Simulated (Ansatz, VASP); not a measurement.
## Ti: VASP beside Ansatz

```
Ti
1.0
    -1.45274    1.45274    1.95888
     1.45274   -1.45274    1.95888
     1.45274    1.45274   -1.95888
Ti
1
Direct
  0.00000 0.00000 0.00000
```

Alike in both runs: task single point; functional PBEsol; k mesh 22 × 22 × 22; occupations gaussian, width 0.15 eV; no spin polarisation.

|  | VASP | Ansatz |
| --- | --- | --- |
| version | VASP 6.6.1 | Ansatz 0.2.0 |
| potentials or method | VASP PAW PBE potentials, release 64 (Ti_sv), cutoff 520 eV | scalar-relativistic, plane waves, PAW |
| valence electrons in the cell | 12 | 12 |

|  | VASP | Ansatz | Ansatz less VASP |
| --- | --- | --- | --- |
| gap on the k mesh at the Fermi level (eV) | none | none | - |
| pressure (GPa) | 0.7 | 1.0 | +0.29 |
| traceless stress, the component that is largest in VASP (GPa) | 1.07 | 1.06 | -0.013 |

VASP's potentials were made for PBE, not for PBEsol, and Ansatz warns of the same on its side. A gap of «none» marks a metal or a gap that the smearing closes.
